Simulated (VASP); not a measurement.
Here is a VASP 6.6.1 calculation.

The input INCAR:

```
SYSTEM = GaN
  PREC = Accurate
  ENCUT = 520
  EDIFF = 1E-7
  ISMEAR = -1
  SIGMA = 0.1
  LREAL = .FALSE.
  LASPH = .TRUE.
  NELM = 80
  ALGO = Normal
  ISIF = 2
  LWAVE = .FALSE.
  LCHARG = .TRUE.
  GGA = PE
  LELF = .TRUE.
  LVHAR = .TRUE.
  NBANDS = 26
```

Contents of KPOINTS:

```
regular mesh
0
G
  13 13 7
  0 0 0
```

POSCAR

```
GaN
1.0
    2.7422887862      0.0000000000      0.0000000000
   -1.3711443931      2.3748917534      0.0000000000
    0.0000000000      0.0000000000      4.6210881427
Ga N
2 2
Direct
    0.3333333333      0.6666666667      0.0052088528
    0.6666666667      0.3333333333      0.5052088528
    0.3333333333      0.6666666667      0.3707911472
    0.6666666667      0.3333333333      0.8707911472
```

Potentials or basis: VASP PAW PBE potentials, release 64 (Ga_d, N).

The run is started by

```sh
$ cat potpaw_PBE.64/Ga_d/POTCAR potpaw_PBE.64/N/POTCAR > POTCAR
$ mpirun -np 1 vasp_std > vasp.out
```

Question: Estimate the pressure.

Answer: 197.6 GPa.

Question: What does it give for the band gap on the k mesh?

Answer: 4.19 eV, indirect (least direct gap 4.36 eV).

Stress tensor (GPa, compression positive):
```
197.73   0.00   0.00
  0.00 197.73   0.00
  0.00   0.00 197.39
```

 A k mesh can miss the band edges.
